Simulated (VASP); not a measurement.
# HfN (Fm-3m) in VASP: further runs

Runs on HfN. Level: LDA. Tasks: single point, relaxation of cell and atoms.

All numbers are computed with VASP 6.6.1; they aren't measurements. Logs are shortened: lines on timing, memory, paths and dates and some standing lists are left out, and cuts for length are marked.

### Step 1. The cell of the first run

Symmetry: Fm-3m, No. 225, cubic system. Conventional cell: a = 4.468 Å, b = 4.468 Å, c = 4.468 Å, α = 90.00°, β = 90.00°, γ = 90.00°. Within 3.0 Å of Hf (site symmetry m-3m) lie 6 N at 2.23 Å. N (site symmetry m-3m) has 6 Hf at 2.23 Å within 3.0 Å.

### Step 2. Single point, LDA

Contents of INCAR:

```
PREC     = Accurate       # precision mode
ENCUT    = 520            # plane-wave cutoff, eV
EDIFF    = 1E-6           # SCF threshold, eV
ISMEAR   = 0              # smearing method
SIGMA    = 0.1            # smearing width, eV
LREAL    = False          # projectors in reciprocal space
LASPH    = True           # aspherical terms in the spheres
NELM     = 80             # most SCF steps
ALGO     = Normal         # electronic algorithm
ISIF     = 2              # what is computed and relaxed
LWAVE    = False          # write WAVECAR
LCHARG   = True           # write CHGCAR
GGA      = CA             # functional
LELF     = True           # ELF
LVHAR    = True         
NBANDS   = 14             # bands
```

Contents of KPOINTS:

```
regular mesh
0
Gamma
  16 16 16
```

Contents of POSCAR:

```
HfN
1.0
    0.0000000000      2.2340258508      2.2340258508
    2.2340258508      0.0000000000      2.2340258508
    2.2340258508      2.2340258508      0.0000000000
Hf N
1 1
Direct
    0.0000000000      0.0000000000      0.0000000000
    0.5000000000      0.5000000000      0.5000000000
```

Potentials or basis: VASP PAW LDA potentials, release 64 (Hf_pv, N).

Started as:

```sh
cat potpaw_LDA.64/Hf_pv/POTCAR potpaw_LDA.64/N/POTCAR > POTCAR
mpirun -np 1 vasp_std > vasp.out
```

OUTCAR:

```text
PREC = Accurate
   ENCUT = 520
   EDIFF = 1E-6
   ISMEAR = 0
   LREAL = False
   LASPH = True
   NELM = 80
   ISIF = 2
   GGA = CA

 ion  position               nearest neighbor table
   1  0.000  0.000  0.000-   2 2.23   2 2.23   2 2.23   2 2.23   2 2.23   2 2.23
   2  0.500  0.500  0.500-   1 2.23   1 2.23   1 2.23   1 2.23   1 2.23   1 2.23

  LATTYP: Found a face centered cubic cell.
 ALAT       =     4.4680517016

  Lattice vectors:

 A1 = (   0.0000000000,   2.2340258508,   2.2340258508)
 A2 = (   2.2340258508,   0.0000000000,   2.2340258508)
 A3 = (   2.2340258508,   2.2340258508,   0.0000000000)

Analysis of symmetry for initial positions (statically):
=====================================================================
 Subroutine PRICEL returns:
 Original cell was already a primitive cell.

 Routine SETGRP: Setting up the symmetry group for a
 face centered cubic supercell.

 Subroutine GETGRP returns: Found 48 space group operations
 (whereof 48 operations were pure point group operations)
 out of a pool of 48 trial point group operations.

The static configuration has the point symmetry O_h .

Analysis of symmetry for dynamics (positions and initial velocities):
=====================================================================
 Subroutine PRICEL returns:
 Original cell was already a primitive cell.

 Routine SETGRP: Setting up the symmetry group for a
 face centered cubic supercell.

 Subroutine GETGRP returns: Found 48 space group operations
 (whereof 48 operations were pure point group operations)
 out of a pool of 48 trial point group operations.

The dynamic configuration has the point symmetry O_h .

 Subroutine INISYM returns: Found 48 space group operations
 (whereof 48 operations are pure point group operations),
 and found     1 'primitive' translations

----------------------------------------------------------------------------------------

                                     Primitive cell

  volume of cell :      22.2995

  direct lattice vectors                    reciprocal lattice vectors
     0.000000000  2.234025851  2.234025851    -0.223811197  0.223811197  0.223811197
     2.234025851  0.000000000  2.234025851     0.223811197 -0.223811197  0.223811197
     2.234025851  2.234025851  0.000000000     0.223811197  0.223811197 -0.223811197

  length of vectors
     3.159389657  3.159389657  3.159389657     0.387652365  0.387652365  0.387652365

  position of ions in fractional coordinates (direct lattice)
     0.000000000  0.000000000  0.000000000
     0.500000000  0.500000000  0.500000000

  ion indices of the primitive-cell ions
   primitive index   ion index
                 1           1
[... 86 lines left out ...]
   EMIN   =  10.00;   EMAX   =-10.00  energy-range for DOS
   EFERMI =   0.00;   METHOD = LEGACY
   ISMEAR =     0;   SIGMA  =   0.10  broadening in eV -4-tet -1-fermi 0-gaus
   EFERMI_NEDOS =   21; number of points for ismear=-14 and -15
   IALGO  =     38    algorithm
   IMIX   =      4    mixing-type and parameters
     AMIX     =   0.40;   BMIX     =  1.00
     AMIX_MAG =   1.60;   BMIX_MAG =  1.00
  volume/ion in A,a.u.               =      11.15        75.24
  Fermi-wavevector in a.u.,A,eV,Ry     =   1.434411  2.710644 27.994477  2.057536
  Thomas-Fermi vector in A             =   2.553823
   LORBIT       =      0    0 simple, 1 ext, 2 COOP (PROOUT), +10 PAW based schemes
   GGA     = CA    functional components
   LHFCALC =     F    Hartree Fock is set to
   AEXX    =    0.0000 exact exchange contribution
   IVDW    =     0    specifies the selected vdW correction
   LEPSILON=     F    determine dielectric tensor
   LRPA    =     F    only Hartree local field effects (RPA)
 non-spin polarized calculation
 Gauss-broadening in eV      SIGMA  =   0.10
  energy-cutoff  :      520.00
  volume of cell :       22.30
 maximum number of plane-waves:       620
   NGX = 11   NGY = 11   NGZ = 11

 number of electron      14.9999999 magnetization

 Free energy of the ion-electron system (eV)
  ---------------------------------------------------
  ext. energy  EPLUGINS =         0.00000000
  ---------------------------------------------------
  free energy    TOTEN  =       -23.87222010 eV

  energy without entropy =      -23.86915539  energy(sigma->0) =      -23.87068775

 E-fermi :   8.4936     XC(G=0): -13.1525

 val. band max:        8.4921946912   @ k =  -0.1250   0.0625   0.0000
 cond. band min:       8.5050489774   @ k =   0.3750   0.1250   0.0000
 fundamental gap:      0.0128542862
 Fermi energy:         8.4935596515

 k-point     1 :       0.0000    0.0000    0.0000
  band No.  band energies     occupation
      1     -22.3066      2.00000
      2     -22.3066      2.00000
      3     -22.3066      2.00000
      4      -8.9276      2.00000
      5       5.5139      2.00000
      6       5.5139      2.00000
      7       5.5139      2.00000
      8       8.0890      2.00000
      9       8.0890      2.00000
     10       8.0890      2.00000
     11      10.4896      0.00000
     12      10.4896      0.00000
     13      10.8183      0.00000
     14      18.2290      0.00000
[... 377 lines left out ...]
      1     -22.4190      2.00000
      2     -22.3344      2.00000
      3     -22.3084      2.00000
      4      -8.6677      2.00000
      5       4.4751      2.00000
      6       4.7992      2.00000
      7       5.1378      2.00000
      8       8.2696      1.99846
      9       8.2801      1.99746
     10       8.7423      0.00043
     11      10.7437      0.00000
     12      11.5929      0.00000
     13      11.7009      0.00000
     14      19.0547      0.00000

 [... further k-points ...]

------------------------ aborting loop because EDIFF is reached ----------------------------------------

  FORCE on cell =-STRESS in cart. coord.  units (eV):
  Direction    XX          YY          ZZ          XY          YZ          ZX
  --------------------------------------------------------------------------------------
  -------------------------------------------------------------------------------------
  Total       -0.1707893     -0.1707893     -0.1707893      0.0000000      0.0000000     -0.0000000
  in kB      -12.2709055    -12.2709055    -12.2709055      0.0000000      0.0000000     -0.0000000
  external PRESSURE =     -12.2709055 kB  Pullay stress =       0.0000000 kB

 VOLUME and BASIS-vectors are now :
 -----------------------------------------------------------------------------
  energy-cutoff  :      520.00
  volume of cell :       22.30
      direct lattice vectors                 reciprocal lattice vectors
     0.000000000  2.234025851  2.234025851    -0.223811197  0.223811197  0.223811197
     2.234025851  0.000000000  2.234025851     0.223811197 -0.223811197  0.223811197
     2.234025851  2.234025851  0.000000000     0.223811197  0.223811197 -0.223811197

 POSITION                                       TOTAL-FORCE (eV/Angst)
 -----------------------------------------------------------------------------------
      0.00000      0.00000      0.00000         0.000000     -0.000000      0.000000
      2.23403      2.23403      2.23403        -0.000000      0.000000     -0.000000
 -----------------------------------------------------------------------------------
    total drift:                                0.000000     -0.000000     -0.000000

  FREE ENERGIE OF THE ION-ELECTRON SYSTEM (eV)
  ---------------------------------------------------
  free  energy   TOTEN  =       -23.8722201010 eV

  energy  without entropy=      -23.8691553946  energy(sigma->0) =      -23.87068775
```

OSZICAR:

```text
N       E                     dE             d eps       ncg     rms          rms(c)
DAV:   1     0.349148025162E+02    0.34915E+02   -0.78206E+03  4068   0.101E+03
DAV:   2    -0.250798572582E+02   -0.59995E+02   -0.56227E+02  5234   0.228E+02
DAV:   3    -0.268507731944E+02   -0.17709E+01   -0.17627E+01  4798   0.312E+01
DAV:   4    -0.268567094644E+02   -0.59363E-02   -0.59352E-02  4788   0.217E+00
DAV:   5    -0.268567452530E+02   -0.35789E-04   -0.35787E-04  4786   0.141E-01    0.536E+01
DAV:   6    -0.240184843286E+02    0.28383E+01   -0.83358E+00  4378   0.221E+01    0.456E+01
DAV:   7    -0.239079274643E+02    0.11056E+00   -0.43058E-01  5158   0.511E+00    0.277E+01
DAV:   8    -0.238768982385E+02    0.31029E-01   -0.11169E-01  5188   0.271E+00    0.495E+00
DAV:   9    -0.238724195396E+02    0.44787E-02   -0.13664E-02  4630   0.905E-01    0.191E+00
DAV:  10    -0.238722447333E+02    0.17481E-03   -0.95784E-04  5290   0.277E-01    0.349E-01
DAV:  11    -0.238722206832E+02    0.24050E-04   -0.65866E-05  4566   0.768E-02    0.486E-02
DAV:  12    -0.238722201010E+02    0.58216E-06   -0.59869E-06  5184   0.207E-02
   1 F= -.23872220E+02 E0= -.23870688E+02  d E =-.306471E-02
```

Run time: 21 s. Hardware: 1 thread of Intel Xeon Platinum 8488C (Sapphire Rapids), shared host; peak memory 0.16 GiB.

What came out:

```yaml
Free_energy: -23.8722 eV
Pressure: -1.2 GPa
```

Caveat: spin-orbit coupling is left out, which moves the levels of the heavy elements.

### Step 3. Relaxation of cell and atoms, LDA

This run uses another cell than the first one, of 11.62 Å³/atom, 1.042 times its volume.

Contents of INCAR:

```
PREC = Accurate
ENCUT = 600
EDIFF = 1E-6
ISMEAR = 0
SIGMA = 0.1
LREAL = F
LASPH = T
NELM = 80
ALGO = Normal
ISIF = 3
LWAVE = F
LCHARG = F
GGA = CA
IBRION = 2
NSW = 80
EDIFFG = -0.005
```

KPOINTS is that of step 2.

Contents of POSCAR:

```
HfN
1.0
    0.0000000000      2.2650000000      2.2650000000
    2.2650000000      0.0000000000      2.2650000000
    2.2650000000      2.2650000000      0.0000000000
Hf N
1 1
Direct
    0.0000000000      0.0000000000      0.0000000000
    0.5000000000      0.5000000000      0.5000000000
```

Potentials or basis: VASP PAW LDA potentials, release 64 (Hf_pv, N).

Started as:

```sh
cat potpaw_LDA.64/Hf_pv/POTCAR potpaw_LDA.64/N/POTCAR > POTCAR
mpirun -np 1 vasp_std > vasp.out
```

OUTCAR:

```text
PREC = Accurate
   ENCUT = 600
   EDIFF = 1E-6
   ISMEAR = 0
   LREAL = F
   LASPH = T
   NELM = 80
   ISIF = 3
   GGA = CA
   IBRION = 2
   NSW = 80
   EDIFFG = -0.005

 ion  position               nearest neighbor table
   1  0.000  0.000  0.000-   2 2.27   2 2.27   2 2.27   2 2.27   2 2.27   2 2.27
   2  0.500  0.500  0.500-   1 2.27   1 2.27   1 2.27   1 2.27   1 2.27   1 2.27

  LATTYP: Found a face centered cubic cell.
 ALAT       =     4.5300000000

  Lattice vectors:

 A1 = (   0.0000000000,   2.2650000000,   2.2650000000)
 A2 = (   2.2650000000,   0.0000000000,   2.2650000000)
 A3 = (   2.2650000000,   2.2650000000,   0.0000000000)

Analysis of symmetry for initial positions (statically):
=====================================================================
 Subroutine PRICEL returns:
 Original cell was already a primitive cell.

 Routine SETGRP: Setting up the symmetry group for a
 face centered cubic supercell.

 Subroutine GETGRP returns: Found 48 space group operations
 (whereof 48 operations were pure point group operations)
 out of a pool of 48 trial point group operations.

The static configuration has the point symmetry O_h .

Analysis of symmetry for dynamics (positions and initial velocities):
=====================================================================
 Subroutine PRICEL returns:
 Original cell was already a primitive cell.

 Routine SETGRP: Setting up the symmetry group for a
[... 166 lines left out ...]
  external PRESSURE =    -127.0115954 kB  Pullay stress =       0.0000000 kB
[... 95 lines left out ...]
--------------------------------------- Ionic step        4  -------------------------------------------

 number of electron      15.0000001 magnetization

 Free energy of the ion-electron system (eV)
  ---------------------------------------------------
  ext. energy  EPLUGINS =         0.00000000
  ---------------------------------------------------
  free energy    TOTEN  =       -23.87420428 eV

  energy without entropy =      -23.87114353  energy(sigma->0) =      -23.87267390

 E-fermi :   8.5316     XC(G=0): -13.1740

 val. band max:        8.5303339902   @ k =  -0.1250   0.0625   0.0000
 cond. band min:       8.5433595931   @ k =   0.3750   0.1250   0.0000
 fundamental gap:      0.0130256029
 Fermi energy:         8.5316451709

 k-point     1 :       0.0000    0.0000    0.0000
  band No.  band energies     occupation
      1     -22.2523      2.00000
      2     -22.2523      2.00000
      3     -22.2523      2.00000
      4      -8.9139      2.00000
      5       5.5476      2.00000
      6       5.5476      2.00000
      7       5.5476      2.00000
      8       8.1244      2.00000
      9       8.1244      2.00000
     10       8.1244      2.00000
     11      10.5379      0.00000
[... 309 lines left out ...]
 k-point    24 :      -0.0625    0.0625    0.0000
  band No.  band energies     occupation
      1     -22.3667      2.00000
      2     -22.2806      2.00000
      3     -22.2542      2.00000
      4      -8.6519      2.00000
      5       4.5059      2.00000
      6       4.8284      2.00000
      7       5.1695      2.00000
      8       8.3059      1.99859
      9       8.3167      1.99763
     10       8.7817      0.00041
     11      10.8001      0.00000

 [... further k-points ...]
[... 5 lines left out ...]
  --------------------------------------------------------------------------------------
  -------------------------------------------------------------------------------------
  Total       -0.0054688     -0.0054688     -0.0054688     -0.0000000     -0.0000000      0.0000000
  in kB       -0.3945510     -0.3945510     -0.3945510     -0.0000000     -0.0000000      0.0000000
  external PRESSURE =      -0.3945510 kB  Pullay stress =       0.0000000 kB
[... 17 lines left out ...]
  FREE ENERGIE OF THE ION-ELECTRON SYSTEM (eV)
  ---------------------------------------------------
  free  energy   TOTEN  =       -23.8742042750 eV

  energy  without entropy=      -23.8711435262  energy(sigma->0) =      -23.87267390

 reached required accuracy - stopping structural energy minimisation
```

OSZICAR:

```text
N       E                     dE             d eps       ncg     rms          rms(c)
DAV:   1     0.415639054138E+02    0.41564E+02   -0.89856E+03  3190   0.144E+03
DAV:   2    -0.245413438576E+02   -0.66105E+02   -0.62341E+02  4317   0.257E+02
DAV:   3    -0.267949583762E+02   -0.22536E+01   -0.22314E+01  4146   0.402E+01
[... 30 lines left out ...]
       N       E                     dE             d eps       ncg     rms          rms(c)
DAV:   1    -0.238742851148E+02   -0.12046E-03   -0.22446E-03  3196   0.502E-01    0.163E-01
DAV:   2    -0.238742233595E+02    0.61755E-04   -0.10987E-04  3316   0.102E-01    0.741E-02
DAV:   3    -0.238742050685E+02    0.18291E-04   -0.38573E-05  3564   0.614E-02    0.500E-02
DAV:   4    -0.238742042750E+02    0.79345E-06   -0.25391E-06  3516   0.155E-02
   4 F= -.23874204E+02 E0= -.23872674E+02  d E =-.428026E-01
```

CONTCAR:

```text
HfN
   1.00000000000000
     0.0000000000000000    2.2309565217698166    2.2309565217698166
     2.2309565217698166   -0.0000000000000000    2.2309565217698166
     2.2309565217698166    2.2309565217698166   -0.0000000000000000
  Hf              N
     1     1
Direct
     1.0000000000000000    0.0000000000000000    1.0000000000000000
     0.5000000000000000    0.5000000000000000    0.5000000000000000

  0.00000000E+00  0.00000000E+00  0.00000000E+00
  0.00000000E+00  0.00000000E+00  0.00000000E+00
```

Wall time 2.1 min (1 thread of Intel Xeon Platinum 8488C (Sapphire Rapids), shared host); peak memory 0.2 GiB.

What came out:

```yaml
Free_energy: -23.8742 eV
Relaxed_volume: 11.10 Å³/atom
Relaxed_cell: a = 3.155 Å, b = 3.155 Å, c = 3.155 Å, α = 60.00°, β = 60.00°, γ = 60.00°
Space_group_after_relaxing_to_0.05_Å: Fm-3m (No. 225)
Energy_gained_by_relaxing: 21.4 meV/atom
Ionic_steps: 4
Pressure_after_relaxing: 0.0 GPa
```

Step by step:
| step | energy change (eV) | largest force (eV/Å) | pressure (GPa) | volume (Å³) |
| --- | --- | --- | --- | --- |
| 1 | 0.0000 | 0.0000 | -12.70 | 23.24 |
| 2 | 0.1463 | 0.0000 | 34.09 | 20.28 |
| 3 | -0.0428 | 0.0000 | -0.43 | 22.24 |
| 4 | -0.0428 | 0.0000 | -0.04 | 22.21 |

Final structure:
```
Hf N
1.0
     0.00000    2.23096    2.23096
     2.23096    0.00000    2.23096
     2.23096    2.23096    0.00000
Hf N
1 1
Direct
  0.00000 0.00000 0.00000
  0.50000 0.50000 0.50000
```

Levels at points of the mesh, in eV from the Fermi level:
```csv
k point,band 4,band 5,band 6,band 7,band 8,band 9,band 10,band 11
"(0.00, 0.00, 0.00)",-17.45,-2.98,-2.98,-2.98,-0.41,-0.41,-0.41,2.01
"(0.50, 0.00, 0.00)",-14.41,-9.05,-6.34,-6.34,3.46,3.86,3.86,4.76
"(0.50, 0.50, 0.00)",-16.33,-5.27,-3.99,-3.61,-3.61,4.26,5.79,5.79
```

Caveat: spin-orbit coupling is left out, which moves the levels of the heavy elements.
